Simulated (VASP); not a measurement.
Here is a VASP 6.6.1 calculation.

File INCAR:

```
PREC = Accurate ; ENCUT = 520
EDIFF = 1E-7 ; ISMEAR = 0
SIGMA = 0.01 ; LREAL = False
LASPH = True ; NELM = 150
ALGO = Normal ; ISIF = 2
LWAVE = False ; LCHARG = False
LMAXMIX = 4 ; LDAU = True
LDAUTYPE = 2 ; LDAUL = -1 2 -1
LDAUU = 0 2 0 ; LDAUJ = 0 0 0
LDAUPRINT = 1 ; NBANDS = 28
```

KPOINTS

```
Automatic mesh
0
Gamma
  5 5 5
```

POSCAR

```
BaTiO3
1.0
    4.1141524002      0.0000000000      0.0000000000
    0.0000000000      2.9284754595      2.9369917705
    0.0000000000     -2.9284754595      2.9369917705
Ba Ti O
1 1 3
Direct
    0.0000000000      0.0000000000      0.0000000000
    0.5000000000      0.5124000000      0.5124000000
    0.0000000000      0.4874000000      0.4874000000
    0.5000000000      0.5052400000      0.9918400000
    0.5000000000      0.9918400000      0.5052400000
```

Potentials or basis: VASP PAW LDA potentials, release 64 (Ba_sv, Ti_sv, O).

Run with:

```sh
$ cat potpaw_LDA.64/Ba_sv/POTCAR potpaw_LDA.64/Ti_sv/POTCAR potpaw_LDA.64/O/POTCAR > POTCAR
$ mpirun -np 1 vasp_std > vasp.out
```

Problem. What does it give for the largest force?

Solution. 0.468 eV/Å.

Problem. What does it give for the band gap on the k mesh?

Solution. 1.88 eV, indirect (least direct gap 2.06 eV).

Problem. Estimate the pressure.

Solution. -17.7 GPa.

Eigenvalues of the final occupation matrices:
```csv
site,spin,trace,eigenvalues
site 2 d,1,0.80,0.12 0.12 0.12 0.23 0.23
site 2 d,2,0.80,0.12 0.12 0.12 0.23 0.23
```

Caveat: spin-orbit coupling is left out, which moves the levels of the heavy elements. A k mesh can miss the band edges.
